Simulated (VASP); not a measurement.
# ScAl3N4 (P1) in VASP: single point with PBEsol

Aim: the single point of ScAl3N4 with PBEsol.

Everything below comes from runs of VASP 6.6.1. Logs are shortened: lines on timing, memory, paths and dates and some standing lists are left out, and cuts for length are marked.

## 1. The cell of the first run

The typed cell holds 16 atoms: a = 5.590 Å, b = 5.882 Å, c = 6.521 Å, α = 106.08°, β = 89.98°, γ = 118.24°.

## 2. Single point, PBEsol (atoms displaced along a vibrational mode)

Contents of INCAR:

```
PREC = Accurate ; ENCUT = 520
EDIFF = 1E-6 ; ISMEAR = 0
SIGMA = 0.01 ; LREAL = Auto
LASPH = T ; NELM = 100
ALGO = Normal ; ISIF = 2
LWAVE = F ; LCHARG = T
GGA = PS ; LELF = T
LVHAR = T ; NBANDS = 54
```

Contents of KPOINTS:

```
Automatic mesh
0
Gamma
  6 6 4
```

Contents of POSCAR:

```
ScAl3N4
1.0
    4.8412202811     -2.7938643274     -0.0067421579
   -3.2301209989     -0.0168054625     -4.9154959871
    3.2613108129      5.6463313758     -0.0013378318
Sc Al N
2 6 8
Direct
    0.3536776023      0.0433915794      0.0055532606
    0.9428730856      0.5361424798      0.1356686670
    0.8328772911      0.0104204915      0.2578753938
    0.3434539093      0.0187126351      0.5094959100
    0.8472043288      0.0208824077      0.7491967911
    0.4188351884      0.5112639032      0.3875052956
    0.9262525368      0.5170669718      0.6291262255
    0.4280101554      0.5282906848      0.8729307934
    0.6035551475      0.5812467267      0.1479020296
    0.1421363024      0.5998479370      0.4160134446
    0.6382394536      0.5981425677      0.6463859876
    0.1375677039      0.6008115746      0.8861962351
    0.7345226841      0.0900654618      0.0224819324
    0.1992953200      0.0830017486      0.2850139619
    0.7102777010      0.0952571955      0.5235085949
    0.2132215897      0.1094556352      0.7611454769
```

Potentials or basis: VASP PAW PBE potentials, release 64 (Sc_sv, Al, N).

Run with:

```sh
$ cat potpaw_PBE.64/Sc_sv/POTCAR potpaw_PBE.64/Al/POTCAR potpaw_PBE.64/N/POTCAR > POTCAR
$ mpirun -np 1 vasp_std > vasp.out
```

OUTCAR:

```text
PREC = Accurate
   ENCUT = 520
   EDIFF = 1E-6
   ISMEAR = 0
   LREAL = Auto
   LASPH = T
   NELM = 100
   ISIF = 2
   GGA = PS

 ion  position               nearest neighbor table
   1  0.354  0.043  0.006-  16 1.98  13 2.01  14 2.02  12 2.18   6 3.03   8 3.05   2 3.09   2 3.13
                             8 3.14   7 3.18   4 3.20   5 3.22   3 3.25   5 3.26   3 3.30   4 3.33
   2  0.943  0.536  0.136-  12 1.98  10 1.99   9 2.03  13 2.20   4 3.03   3 3.03   1 3.09   1 3.13
                             5 3.17   3 3.18   6 3.21   8 3.22   7 3.25   7 3.27   6 3.32   8 3.32
   3  0.833  0.010  0.258-  13 1.88  14 1.88  15 1.89   9 2.11   2 3.03   8 3.07   7 3.09   6 3.10
                             6 3.10   2 3.18   5 3.19   4 3.20   1 3.25   4 3.27   1 3.30   5 3.33
   4  0.343  0.019  0.509-  16 1.84  15 1.88  14 1.88  10 2.06   2 3.03   6 3.05   7 3.08   7 3.08
                             8 3.09   6 3.10   5 3.19   1 3.20   3 3.20   5 3.21   3 3.27   1 3.33
   5  0.847  0.021  0.749-  16 1.85  13 1.89  15 1.90  11 2.08   7 3.06   8 3.07   7 3.09   6 3.09
                             8 3.10   2 3.17   4 3.19   3 3.19   4 3.21   1 3.22   1 3.26   3 3.33
   6  0.419  0.511  0.388-  10 1.85  11 1.88   9 1.91  14 2.11   1 3.03   4 3.05   5 3.09   4 3.10
                             3 3.10   3 3.10   8 3.14   7 3.18   2 3.21   7 3.23   2 3.32
   7  0.926  0.517  0.629-  12 1.85  10 1.86  11 1.88  15 2.08   5 3.06   4 3.08   4 3.08   5 3.09
                             3 3.09   1 3.18   6 3.18   8 3.19   8 3.22   6 3.23   2 3.25   2 3.27
   8  0.428  0.528  0.873-  12 1.86  11 1.90   9 1.92  16 2.06   1 3.05   5 3.07   3 3.07   4 3.09
                             5 3.10   1 3.14   6 3.14   7 3.19   2 3.22   7 3.22   2 3.32
   9  0.604  0.581  0.148-   6 1.91   8 1.92   2 2.03   3 2.11
  10  0.142  0.600  0.416-   6 1.85   7 1.86   2 1.99   4 2.06
  11  0.638  0.598  0.646-   7 1.88   6 1.88   8 1.90   5 2.08
  12  0.138  0.601  0.886-   7 1.85   8 1.86   2 1.98   1 2.18
  13  0.735  0.090  0.022-   3 1.88   5 1.89   1 2.01   2 2.20
  14  0.199  0.083  0.285-   4 1.88   3 1.88   1 2.02   6 2.11
  15  0.710  0.095  0.524-   4 1.88   3 1.89   5 1.90   7 2.08
  16  0.213  0.109  0.761-   4 1.84   5 1.85   1 1.98   8 2.06

  LATTYP: Found a triclinic cell.
 ALAT       =     5.8818419641
 B/A-ratio  =     0.9503070827
 C/A-ratio  =     1.1085850497
 COS(alpha) =     0.0003744979
 COS(beta)  =     0.2769752089
 COS(gamma) =     0.4732088768

  Lattice vectors:

 A1 = (   3.2301209989,   0.0168054625,   4.9154959871)
 A2 = (   4.8412202811,  -2.7938643274,  -0.0067421579)
 A3 = (   3.2613108129,   5.6463313758,  -0.0013378318)

Analysis of symmetry for initial positions (statically):
=====================================================================
 Subroutine PRICEL returns:
 Original cell was already a primitive cell.

 Routine SETGRP: Setting up the symmetry group for a
 triclinic supercell.

 Subroutine GETGRP returns: Found  1 space group operations
 (whereof  1 operations were pure point group operations)
 out of a pool of  2 trial point group operations.

The static configuration has the point symmetry C_1 .

Analysis of symmetry for dynamics (positions and initial velocities):
=====================================================================
 Subroutine PRICEL returns:
 Original cell was already a primitive cell.

 Routine SETGRP: Setting up the symmetry group for a
 triclinic supercell.

 Subroutine GETGRP returns: Found  1 space group operations
 (whereof  1 operations were pure point group operations)
 out of a pool of  2 trial point group operations.

The dynamic configuration has the point symmetry C_1 .

 Subroutine INISYM returns: Found  1 space group operations
 (whereof  1 operations are pure point group operations),
 and found     1 'primitive' translations

----------------------------------------------------------------------------------------

                                     Primitive cell

  volume of cell :     179.2888

  direct lattice vectors                    reciprocal lattice vectors
     4.841220281 -2.793864327 -0.006742158     0.154803503 -0.089438254 -0.101420283
    -3.230120999 -0.016805462 -4.915495987    -0.000233178  0.000086517 -0.203285338
     3.261310813  5.646331376 -0.001337832     0.076597712  0.132851414 -0.050788875

  length of vectors
     5.589556078  5.881841964  6.520522066     0.205546588  0.203285490  0.161543237

  position of ions in fractional coordinates (direct lattice)
     0.353677602  0.043391579  0.005553261
     0.942873086  0.536142480  0.135668667
     0.832877291  0.010420491  0.257875394
[... 44 lines left out ...]
     0.025800584 -0.014906376 -0.016903381     0.166666667  0.000000000  0.000000000
    -0.000038863  0.000014420 -0.033880890    -0.000000000  0.166666667  0.000000000
     0.019149428  0.033212853 -0.012697219    -0.000000000  0.000000000  0.250000000

  Length of vectors
     0.034257765  0.033880915  0.040385809

  Shift w.r.t. Gamma in fractional coordinates (k-lattice)
     0.000000000  0.000000000  0.000000000

 Subroutine IBZKPT returns following result:
 ===========================================

 Found     76 irreducible k-points:

 Following reciprocal coordinates:
            Coordinates               Weight
  0.000000  0.000000  0.000000      1.000000
  0.166667  0.000000  0.000000      2.000000
  0.333333  0.000000  0.000000      2.000000
  0.500000  0.000000  0.000000      1.000000
  0.000000  0.166667 -0.000000      2.000000
  0.166667  0.166667  0.000000      2.000000
[... 16 lines left out ...]
  0.333333  0.000000  0.250000      2.000000
  0.500000  0.000000  0.250000      2.000000
 [... further k-points ...]
   k-points           NKPTS =     76   k-points in BZ     NKDIM =     76   number of bands    NBANDS=     54
   number of dos      NEDOS =    301   number of ions     NIONS =     16
   total plane-waves  NPLWV =  96768
   dimension x,y,z NGX =    42 NGY =   48 NGZ =   48
   dimension x,y,z NGXF=    84 NGYF=   96 NGZF=   96
   ions per type =               2   6   8
   NGX,Y,Z   is equivalent  to a cutoff of  12.49, 13.57, 12.24 a.u.
   NGXF,Y,Z  is equivalent  to a cutoff of  24.98, 27.13, 24.48 a.u.
 SYSTEM =  unknown system
   PREC   = accura    normal or accurate (medium, high low for compatibility)
   ISTART =      0    job   : 0-new  1-cont  2-samecut
   ICHARG =      2    charge: 1-file 2-atom 10-const
   ISPIN  =      1    spin polarized calculation?
   LNONCOLLINEAR =      F non collinear calculations
   LSORBIT =      F    spin-orbit coupling
   LASPH  =      T    aspherical Exc in radial PAW
   ENCUT  =  520.0 eV  38.22 Ry    6.18 a.u.  10.39 10.94 12.12*2*pi/ulx,y,z
   NELM   =    100;   NELMIN=  2; NELMDL= -5     # of ELM steps
   EDIFF  = 0.1E-05   stopping-criterion for ELM
   LREAL  =      T    real-space projection
   EDIFFG = 0.1E-04   stopping-criterion for IOM
   NSW    =      0    number of steps for IOM
   IBRION =     -1    ionic relax: 0-MD 1-quasi-New 2-CG
   NFREE  =      0    steps in history (QN), initial steepest desc. (CG)
   ISIF   =      2    stress and relaxation
   ISYM   =      2    0-nonsym 1-usesym 2-fastsym
   POTIM  = 0.5000    time-step for ionic-motion
   TEBEG  =    0.0;   TEEND  =   0.0 temperature during run
   PSTRESS=    0.0 pullay stress
   NELECT =      80.0000    total number of electrons
   NUPDOWN=      -1.0000    fix difference up-down
   EMIN   =  10.00;   EMAX   =-10.00  energy-range for DOS
   EFERMI =   0.00;   METHOD = LEGACY
   ISMEAR =     0;   SIGMA  =   0.01  broadening in eV -4-tet -1-fermi 0-gaus
   EFERMI_NEDOS =   21; number of points for ismear=-14 and -15
   IALGO  =     38    algorithm
   IMIX   =      4    mixing-type and parameters
     AMIX     =   0.40;   BMIX     =  1.00
     AMIX_MAG =   1.60;   BMIX_MAG =  1.00
  volume/ion in A,a.u.               =      11.21        75.62
  Fermi-wavevector in a.u.,A,eV,Ry     =   1.250990  2.364028 21.292781  1.564975
  Thomas-Fermi vector in A             =   2.384958
   LORBIT       =      0    0 simple, 1 ext, 2 COOP (PROOUT), +10 PAW based schemes
   GGA     = PS    functional components
   LHFCALC =     F    Hartree Fock is set to
   AEXX    =    0.0000 exact exchange contribution
   IVDW    =     0    specifies the selected vdW correction
   LEPSILON=     F    determine dielectric tensor
   LRPA    =     F    only Hartree local field effects (RPA)
 non-spin polarized calculation
 Gauss-broadening in eV      SIGMA  =   0.01
  energy-cutoff  :      520.00
  volume of cell :      179.29
 maximum number of plane-waves:      4853
 NGX is ok and might be reduce to    42
   NGX = 21   NGY = 21   NGZ = 25

 number of electron      79.9999999 magnetization

 Free energy of the ion-electron system (eV)
  ---------------------------------------------------
  ext. energy  EPLUGINS =         0.00000000
  ---------------------------------------------------
  free energy    TOTEN  =      -129.77735026 eV

  energy without entropy =     -129.77735026  energy(sigma->0) =     -129.77735026

 E-fermi :   5.8412     XC(G=0): -11.0865

 val. band max:        5.7571432048   @ k =   0.0000   0.0000   0.0000
 cond. band min:       8.6135761106   @ k =  -0.0000  -0.3333   0.2500
 fundamental gap:      2.8564329058
 Fermi energy:         5.8412011365

 k-point     1 :       0.0000    0.0000    0.0000
  band No.  band energies     occupation
      1     -41.2877      2.00000
      2     -41.2353      2.00000
      3     -20.3839      2.00000
      4     -20.2387      2.00000
      5     -20.2177      2.00000
      6     -20.1982      2.00000
[... 1309 lines left out ...]
     51      12.0689      0.00000
     52      12.4270      0.00000

 [... further k-points ...]

 [bands above 52 left out]

------------------------ aborting loop because EDIFF is reached ----------------------------------------

  FORCE on cell =-STRESS in cart. coord.  units (eV):
  Direction    XX          YY          ZZ          XY          YZ          ZX
  --------------------------------------------------------------------------------------
  -------------------------------------------------------------------------------------
  Total        6.9055618      6.4462979    -10.1237176     -0.4499776      0.3585697     -0.0297076
  in kB       61.7101108     57.6059944    -90.4684875     -4.0211309      3.2042832     -0.2654759
  external PRESSURE =       9.6158726 kB  Pullay stress =       0.0000000 kB

 VOLUME and BASIS-vectors are now :
 -----------------------------------------------------------------------------
  energy-cutoff  :      520.00
  volume of cell :      179.29
      direct lattice vectors                 reciprocal lattice vectors
     4.841220281 -2.793864327 -0.006742158     0.154803503 -0.089438254 -0.101420283
    -3.230120999 -0.016805462 -4.915495987    -0.000233178  0.000086517 -0.203285338
     3.261310813  5.646331376 -0.001337832     0.076597712  0.132851414 -0.050788875

 POSITION                                       TOTAL-FORCE (eV/Angst)
 -----------------------------------------------------------------------------------
      1.59018     -0.95750     -0.21568        -0.027751      0.050359      0.619953
      3.27531     -1.87724     -2.64194        -0.016444      0.097408      0.558458
      4.83949     -0.87107     -0.05718         0.081977      0.055425      0.741960
      3.26392      1.91690     -0.09498        -0.105115     -0.058595      1.043038
      6.47741      1.86289     -0.10936        -0.105586     -0.027598      0.961193
      1.64000      1.00922     -2.51646         0.063204     -0.041511      0.761285
[... 8 lines left out ...]
      4.83824      0.96988     -0.47373         0.020556      0.030269     -1.019794
      3.16103      3.70013     -0.54048        -0.679341     -0.425017     -1.169882
 -----------------------------------------------------------------------------------
    total drift:                                0.002156      0.001270     -0.003919

  FREE ENERGIE OF THE ION-ELECTRON SYSTEM (eV)
  ---------------------------------------------------
  free  energy   TOTEN  =      -129.7773502584 eV

  energy  without entropy=     -129.7773502584  energy(sigma->0) =     -129.77735026
```

Run time: 16 min. Hardware: 1 thread of Intel Xeon Platinum 8488C (Sapphire Rapids), shared host; peak memory 0.58 GiB.

What came out:

```yaml
Free_energy: -129.7774 eV
Pressure: 1.0 GPa
Largest_force: 1.418 eV/Å
Band_gap_on_the_k_mesh: 2.86 eV (least direct gap 3.07 eV)
```

Forces in eV/Å, atoms in the order of the input:
```
Sc  -0.028  0.050  0.620
Sc  -0.016  0.097  0.558
Al   0.082  0.055  0.742
Al  -0.105 -0.059  1.043
Al  -0.106 -0.028  0.961
Al   0.063 -0.042  0.761
Al   0.051 -0.045  1.064
Al   0.027 -0.059  0.952
N   -0.780  0.417 -0.596
N    0.681  0.505 -1.116
N    0.041  0.048 -1.005
N   -0.043 -0.902 -0.655
N    0.724 -0.473 -0.500
N    0.067  0.829 -0.639
N    0.021  0.030 -1.020
N   -0.679 -0.425 -1.170
```

Caveat: the cell differs from its parent crystal (atoms displaced along a vibrational mode); the PAW data sets were made with another functional, which shifts forces and pressure a little. A k mesh can miss the band edges.
